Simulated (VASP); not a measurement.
# GdN (Fm-3m) in VASP: notebook

Runs on GdN. Level: PBE+U. Tasks: single point.

All numbers are computed with VASP 6.6.1; they aren't measurements. Logs are shortened: lines on timing, memory, paths and dates and some standing lists are left out, and cuts for length are marked.

## Step 1: The cell of the first run

Symmetry: Fm-3m, No. 225, cubic system. Conventional cell: a = 4.999 Å, b = 4.999 Å, c = 4.999 Å, α = 90.00°, β = 90.00°, γ = 90.00°. Gd (site symmetry m-3m) has 6 N at 2.50 Å within 3.3 Å. Within 3.3 Å of N (site symmetry m-3m) lie 6 Gd at 2.50 Å.

## Step 2: Single point, PBE+U, collinear spin, ferromagnetic start

Input file INCAR:

```
SYSTEM = GdN
PREC = Accurate
ENCUT = 520
EDIFF = 1E-6
ISMEAR = 0
SIGMA = 0.1
LREAL = .False.
LASPH = .True.
NELM = 150
ALGO = Normal
ISIF = 2
LWAVE = .False.
LCHARG = .False.
ISPIN = 2
MAGMOM = 7 0
LORBIT = 11
LMAXMIX = 6
LDAU = .True.
LDAUTYPE = 2
LDAUL = 3 -1
LDAUU = 6 0
LDAUJ = 0 0
LDAUPRINT = 1
GGA = PE
NBANDS = 22
```

Input file KPOINTS:

```
regular mesh
0
Gamma
  6 6 6
  0 0 0
```

Input file POSCAR:

```
GdN
1.0
    0.0000000000      2.4994985661      2.4994985661
    2.4994985661      0.0000000000      2.4994985661
    2.4994985661      2.4994985661      0.0000000000
Gd N
1 1
Direct
    0.5000000000      0.5000000000      0.5000000000
    0.0000000000      0.0000000000      0.0000000000
```

Potentials or basis: VASP PAW PBE potentials, release 64 (Gd, N).

The run is started by

```bash
> cat potpaw_PBE.64/Gd/POTCAR potpaw_PBE.64/N/POTCAR > POTCAR
> mpirun -np 1 vasp_std > vasp.out
```

OUTCAR:

```text
SYSTEM = GdN
   PREC = Accurate
   ENCUT = 520
   EDIFF = 1E-6
   ISMEAR = 0
   LREAL = .False.
   LASPH = .True.
   NELM = 150
   ISIF = 2
   ISPIN = 2
   LORBIT = 11
   GGA = PE

 ion  position               nearest neighbor table
   1  0.500  0.500  0.500-   2 2.50   2 2.50   2 2.50   2 2.50   2 2.50   2 2.50
   2  0.000  0.000  0.000-   1 2.50   1 2.50   1 2.50   1 2.50   1 2.50   1 2.50

  LATTYP: Found a face centered cubic cell.
 ALAT       =     4.9989971322

  Lattice vectors:

 A1 = (   0.0000000000,   2.4994985661,   2.4994985661)
 A2 = (   2.4994985661,   0.0000000000,   2.4994985661)
 A3 = (   2.4994985661,   2.4994985661,   0.0000000000)

Analysis of symmetry for initial positions (statically):
=====================================================================
 Subroutine PRICEL returns:
 Original cell was already a primitive cell.

 Routine SETGRP: Setting up the symmetry group for a
 face centered cubic supercell.

 Subroutine GETGRP returns: Found 48 space group operations
 (whereof 48 operations were pure point group operations)
 out of a pool of 48 trial point group operations.

The static configuration has the point symmetry O_h .

Analysis of symmetry for dynamics (positions and initial velocities):
=====================================================================
 Subroutine PRICEL returns:
 Original cell was already a primitive cell.

 Routine SETGRP: Setting up the symmetry group for a
 face centered cubic supercell.

 Subroutine GETGRP returns: Found 48 space group operations
 (whereof 48 operations were pure point group operations)
 out of a pool of 48 trial point group operations.

The dynamic configuration has the point symmetry O_h .

Analysis of structural, dynamic, and magnetic symmetry:
=====================================================================
 Subroutine PRICEL returns:
 Original cell was already a primitive cell.

 Routine SETGRP: Setting up the symmetry group for a
 face centered cubic supercell.

 Subroutine GETGRP returns: Found 48 space group operations
 (whereof 48 operations were pure point group operations)
 out of a pool of 48 trial point group operations.

The overall configuration has the point symmetry O_h .

 Subroutine INISYM returns: Found 48 space group operations
 (whereof 48 operations are pure point group operations),
 and found     1 'primitive' translations

----------------------------------------------------------------------------------------

                                     Primitive cell

  volume of cell :      31.2312

  direct lattice vectors                    reciprocal lattice vectors
     0.000000000  2.499498566  2.499498566    -0.200040123  0.200040123  0.200040123
     2.499498566  0.000000000  2.499498566     0.200040123 -0.200040123  0.200040123
     2.499498566  2.499498566  0.000000000     0.200040123  0.200040123 -0.200040123

  length of vectors
[... 117 lines left out ...]

 onsite density matrix

spin component  1

  0.9919 -0.0000  0.0010 -0.0000 -0.0000  0.0000  0.0000
 -0.0000  0.9891  0.0000  0.0000 -0.0000  0.0000 -0.0000
  0.0010  0.0000  0.9913  0.0000 -0.0000  0.0000 -0.0000
 -0.0000  0.0000  0.0000  0.9927 -0.0000 -0.0000 -0.0000
 -0.0000 -0.0000 -0.0000 -0.0000  0.9913 -0.0000 -0.0010
  0.0000  0.0000  0.0000 -0.0000 -0.0000  0.9905  0.0000
  0.0000 -0.0000 -0.0000 -0.0000 -0.0010  0.0000  0.9919

spin component  2

  0.0077  0.0000  0.0033 -0.0000  0.0000 -0.0000  0.0000
  0.0000  0.0004 -0.0000 -0.0000  0.0000  0.0000  0.0000
  0.0033 -0.0000  0.0060  0.0000 -0.0000 -0.0000  0.0000
 -0.0000 -0.0000  0.0000  0.0102 -0.0000  0.0000 -0.0000
  0.0000  0.0000 -0.0000 -0.0000  0.0060  0.0000 -0.0033
 -0.0000  0.0000 -0.0000  0.0000  0.0000  0.0034 -0.0000
  0.0000  0.0000  0.0000 -0.0000 -0.0033 -0.0000  0.0077

 occupancies and eigenvectors

  o =  0.0004  v =  0.0000  0.0000  0.0000  0.0000  0.0000  0.0000  0.0000 -0.0000  1.0000  0.0000 -0.0000 -0.0000 -0.0000 -0.0000      0.0000  0.0000  0.0000  0.0000  0.0000  0.0000  0.0000  0.0000  0.0000  0.0000  0.0000  0.0000  0.0000  0.0000
  o =  0.0034  v =  0.0000  0.0000  0.0000  0.0000  0.0000  0.0000  0.0000 -0.0004  0.0000  0.0005 -0.0000 -0.0001  1.0000 -0.0000      0.0000  0.0000  0.0000  0.0000  0.0000  0.0000  0.0000  0.0000  0.0000  0.0000  0.0000  0.0000  0.0000  0.0000
  o =  0.0034  v =  0.0000  0.0000  0.0000  0.0000  0.0000  0.0000  0.0000 -0.6124 -0.0000  0.7906 -0.0000  0.0031 -0.0007  0.0024      0.0000  0.0000  0.0000  0.0000  0.0000  0.0000  0.0000  0.0000  0.0000  0.0000  0.0000  0.0000  0.0000  0.0000
  o =  0.0034  v =  0.0000  0.0000  0.0000  0.0000  0.0000  0.0000  0.0000  0.0024  0.0000 -0.0031 -0.0000  0.7906  0.0001  0.6124      0.0000  0.0000  0.0000  0.0000  0.0000  0.0000  0.0000  0.0000  0.0000  0.0000  0.0000  0.0000  0.0000  0.0000
  o =  0.0102  v =  0.0000  0.0000  0.0000  0.0000  0.0000  0.0000  0.0000 -0.7905  0.0000 -0.6123 -0.0001 -0.0106  0.0000  0.0137      0.0000  0.0000  0.0000  0.0000  0.0000  0.0000  0.0000  0.0000  0.0000  0.0000  0.0000  0.0000  0.0000  0.0000
  o =  0.0102  v =  0.0000  0.0000  0.0000  0.0000  0.0000  0.0000  0.0000  0.0137 -0.0000  0.0106 -0.0001 -0.6123 -0.0000  0.7905      0.0000  0.0000  0.0000  0.0000  0.0000  0.0000  0.0000  0.0000  0.0000  0.0000  0.0000  0.0000  0.0000  0.0000
  o =  0.0102  v =  0.0000  0.0000  0.0000  0.0000  0.0000  0.0000  0.0000 -0.0001  0.0000 -0.0000  1.0000 -0.0001  0.0000  0.0001      0.0000  0.0000  0.0000  0.0000  0.0000  0.0000  0.0000  0.0000  0.0000  0.0000  0.0000  0.0000  0.0000  0.0000
  o =  0.9891  v =  0.0000 -1.0000  0.0000  0.0000 -0.0000 -0.0000 -0.0000  0.0000  0.0000  0.0000  0.0000  0.0000  0.0000  0.0000      0.0000  0.0000  0.0000  0.0000  0.0000  0.0000  0.0000  0.0000  0.0000  0.0000  0.0000  0.0000  0.0000  0.0000
  o =  0.9905  v =  0.0000 -0.0000 -0.0000  0.0000  0.7902  0.0315  0.6121  0.0000  0.0000  0.0000  0.0000  0.0000  0.0000  0.0000      0.0000  0.0000  0.0000  0.0000  0.0000  0.0000  0.0000  0.0000  0.0000  0.0000  0.0000  0.0000  0.0000  0.0000
  o =  0.9905  v =  0.6124  0.0000 -0.7906  0.0000  0.0000 -0.0000 -0.0000  0.0000  0.0000  0.0000  0.0000  0.0000  0.0000  0.0000      0.0000  0.0000  0.0000  0.0000  0.0000  0.0000  0.0000  0.0000  0.0000  0.0000  0.0000  0.0000  0.0000  0.0000
  o =  0.9905  v =  0.0000  0.0000  0.0000 -0.0000  0.0249 -0.9995  0.0193  0.0000  0.0000  0.0000  0.0000  0.0000  0.0000  0.0000      0.0000  0.0000  0.0000  0.0000  0.0000  0.0000  0.0000  0.0000  0.0000  0.0000  0.0000  0.0000  0.0000  0.0000
  o =  0.9927  v =  0.0000  0.0000  0.0000  0.9998 -0.0126 -0.0000  0.0163  0.0000  0.0000  0.0000  0.0000  0.0000  0.0000  0.0000      0.0000  0.0000  0.0000  0.0000  0.0000  0.0000  0.0000  0.0000  0.0000  0.0000  0.0000  0.0000  0.0000  0.0000
  o =  0.9927  v =  0.0000 -0.0000  0.0000  0.0206  0.6122  0.0000 -0.7904  0.0000  0.0000  0.0000  0.0000  0.0000  0.0000  0.0000      0.0000  0.0000  0.0000  0.0000  0.0000  0.0000  0.0000  0.0000  0.0000  0.0000  0.0000  0.0000  0.0000  0.0000
  o =  0.9927  v = -0.7906  0.0000 -0.6124  0.0000  0.0000 -0.0000 -0.0000  0.0000  0.0000  0.0000  0.0000  0.0000  0.0000  0.0000      0.0000  0.0000  0.0000  0.0000  0.0000  0.0000  0.0000  0.0000  0.0000  0.0000  0.0000  0.0000  0.0000  0.0000

 number of electron      23.0000005 magnetization       6.9999390

 Free energy of the ion-electron system (eV)
  ---------------------------------------------------
  ext. energy  EPLUGINS =         0.00000000
  ---------------------------------------------------
  free energy    TOTEN  =       -22.80542225 eV

  energy without entropy =      -22.80538340  energy(sigma->0) =      -22.80540282

 E-fermi :   3.7650     XC(G=0): -11.5361

 val. band max:        3.5696222501   @ k =   0.5000   0.5000   0.0000
 cond. band min:       3.9552713861   @ k =   0.0000   0.0000   0.0000
 fundamental gap:      0.3856491360
 Fermi energy:         3.7650323338

 spin component 1

 k-point     1 :       0.0000    0.0000    0.0000
  band No.  band energies     occupation
      1     -39.9745      1.00000
      2     -16.9676      1.00000
      3     -16.9676      1.00000
      4     -16.9676      1.00000
      5      -9.0711      1.00000
      6      -2.5552      1.00000
[... 389 lines left out ...]
     21      14.7548      0.00000
     22      15.5803      0.00000
 Fermi energy:         3.7650323338

 spin component 2

 k-point     1 :       0.0000    0.0000    0.0000
  band No.  band energies     occupation
      1     -36.8571      1.00000
      2     -14.7024      1.00000
      3     -14.7024      1.00000
      4     -14.7024      1.00000
      5      -9.1196      1.00000
      6       3.3852      1.00000
[... 389 lines left out ...]
     21      15.6903      0.00000
     22      16.6845      0.00000

------------------------ aborting loop because EDIFF is reached ----------------------------------------

  FORCE on cell =-STRESS in cart. coord.  units (eV):
  Direction    XX          YY          ZZ          XY          YZ          ZX
  --------------------------------------------------------------------------------------
  -------------------------------------------------------------------------------------
  Total        0.1386875      0.1386875      0.1386875     -0.0000000      0.0000000      0.0000000
  in kB        7.1147423      7.1147423      7.1147423     -0.0000000      0.0000000      0.0000000
  external PRESSURE =       7.1147423 kB  Pullay stress =       0.0000000 kB

 VOLUME and BASIS-vectors are now :
 -----------------------------------------------------------------------------
  energy-cutoff  :      520.00
  volume of cell :       31.23
      direct lattice vectors                 reciprocal lattice vectors
     0.000000000  2.499498566  2.499498566    -0.200040123  0.200040123  0.200040123
     2.499498566  0.000000000  2.499498566     0.200040123 -0.200040123  0.200040123
     2.499498566  2.499498566  0.000000000     0.200040123  0.200040123 -0.200040123

 POSITION                                       TOTAL-FORCE (eV/Angst)
 -----------------------------------------------------------------------------------
      2.49950      2.49950      2.49950         0.000000      0.000000     -0.000000
      0.00000      0.00000      0.00000        -0.000000     -0.000000      0.000000
 -----------------------------------------------------------------------------------
    total drift:                                0.000000      0.000000      0.000000

  FREE ENERGIE OF THE ION-ELECTRON SYSTEM (eV)
  ---------------------------------------------------
  free  energy   TOTEN  =       -22.8054222458 eV

  energy  without entropy=      -22.8053834026  energy(sigma->0) =      -22.80540282

 total charge

# of ion       s       p       d       f       tot
--------------------------------------------------
    1        2.035   5.668   0.537   6.973  15.212
    2        1.248   2.387   0.000   0.000   3.635
--------------------------------------------------
tot          3.283   8.055   0.537   6.973  18.847

 magnetization (x)

# of ion       s       p       d       f       tot
--------------------------------------------------
    1       -0.006  -0.086   0.070   6.893   6.871
    2       -0.009  -0.103   0.000   0.000  -0.112
--------------------------------------------------
tot         -0.015  -0.189   0.070   6.893   6.759
```

It took 23 s on 1 thread of Intel Xeon 6975P-C (Granite Rapids), shared host; peak memory 0.18 GiB.

What came out:

- Free energy: -22.8054 eV
- Pressure: 0.7 GPa
- Band gap on the k mesh: zero (filled and empty bands overlap)
- Net moment: 7.00 μB per cell
- Site moments: Gd +6.87; N -0.11 μB
- Valence electrons inside the program's atomic spheres: Gd 15.21; N 3.63

Levels at points of the mesh, in eV from the Fermi level:
Spin up:
```tsv
k point	band 13	band 14	band 15	band 16	band 17	band 18
(0.00, 0.00, 0.00)	0.19	0.19	0.19	2.60	2.60	2.60
(0.50, 0.00, 0.00)	-4.20	-2.39	-2.39	5.21	5.93	5.93
(0.50, 0.50, 0.00)	-1.30	-0.33	-0.20	-0.20	6.54	6.58
```
Spin down:
```tsv
k point	band 6	band 7	band 8	band 9	band 10	band 11
(0.00, 0.00, 0.00)	-0.38	-0.38	-0.38	3.41	3.41	3.41
(0.50, 0.00, 0.00)	-3.96	-2.30	-2.30	4.46	4.83	4.83
(0.50, 0.50, 0.00)	-1.01	-0.46	-0.46	0.32	4.90	4.93
```

Eigenvalues of the final occupation matrices:
| site | spin | trace | eigenvalues |
| --- | --- | --- | --- |
| site 1 f | 1 | 6.94 | 0.99 0.99 0.99 0.99 0.99 0.99 0.99 |
| site 1 f | 2 | 0.04 | 0.00 0.00 0.00 0.00 0.01 0.01 0.01 |

Caveat: the k points lie up to 0.36 Å⁻¹ apart; spin-orbit coupling is left out, which moves the levels of the heavy elements; a cell with one magnetic atom can't hold antiferromagnetic order, which such compounds often take. The state reached can hang on the start; a lower one may exist.

(Continued in part 2 of 3.)
